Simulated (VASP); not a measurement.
Input of a VASP 6.6.1 run:

POSCAR

```
RbBr
1.0
    4.1242529966      0.0000000000      0.0000000000
    0.0000000000      4.1242529966      0.0000000000
    0.0000000000      0.0000000000      4.1242529966
Rb Br
1 1
Direct
    0.0000000000      0.0000000000      0.0000000000
    0.5000000000      0.5000000000      0.5000000000
```

INCAR.step1

```
  PREC = Accurate
  ENCUT = 520
  ISMEAR = 0
  SIGMA = 0.01
  LREAL = F
  LASPH = T
  NELM = 80
  NBANDS = 15
  GGA = PE
  ALGO = Normal
  EDIFF = 1E-4
  LWAVE = T
  LCHARG = F
```

INCAR.step2

```
  PREC = Accurate
  ENCUT = 520
  EDIFF = 1E-6
  ISMEAR = 0
  SIGMA = 0.01
  LREAL = F
  LASPH = T
  NELM = 80
  ALGO = Normal
  ISIF = 2
  LWAVE = F
  LCHARG = F
  METAGGA = R2SCAN
  LMIXTAU = T
  NBANDS = 15
  ISTART = 1
```

KPOINTS

```
regular mesh
0
Gamma
  6 6 6
```

Potentials or basis: VASP PAW PBE potentials, release 64 (Rb_sv, Br).

Launch:

```bash
$ cat potpaw_PBE.64/Rb_sv/POTCAR potpaw_PBE.64/Br/POTCAR > POTCAR
$ cp INCAR.step1 INCAR
$ mpirun -np 1 vasp_std > vasp.out
$ cp INCAR.step2 INCAR
$ mpirun -np 1 vasp_std > vasp.out
```

Task: Predict the band gap on the k mesh.

Result: 4.84 eV (least direct gap 4.99 eV).

Task: What does it give for the pressure?

Result: 0.1 GPa.

Caveat: the PAW data sets were made with another functional, which shifts forces and pressure a little. A k mesh can miss the band edges.
